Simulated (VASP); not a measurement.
Here is a VASP 6.6.1 calculation.

File INCAR:

```
SYSTEM = TlS
PREC = Accurate ; ENCUT = 500
EDIFF = 1E-6 ; ISMEAR = -1
SIGMA = 0.05 ; LREAL = .False.
LASPH = .True. ; NELM = 120
ALGO = Normal ; ISIF = 2
LWAVE = .False. ; LCHARG = .False.
GGA = PS ; NBANDS = 16
GGA_COMPAT = .False.
```

File KPOINTS:

```
Automatic mesh
0
Gamma
  7 7 7
  0 0 0
```

POSCAR

```
TlS
1.0
    3.5956350000      0.0000000000      0.0000000000
    0.0000000000      3.5956350000      0.0000000000
    0.0000000000      0.0000000000      3.5956350000
Tl S
1 1
Direct
    0.5000000000      0.5000000000      0.5000000000
    0.0000000000      0.0000000000      0.0000000000
```

Potentials or basis: VASP PAW PBE potentials, release 64 (Tl_d, S).

Run with:

```console
$ cat potpaw_PBE.64/Tl_d/POTCAR potpaw_PBE.64/S/POTCAR > POTCAR
$ mpirun -np 1 vasp_std > vasp.out
```

What does it give for the pressure?

-3.5 GPa.

Caveat: the PAW data sets were made with another functional, which shifts forces and pressure a little.
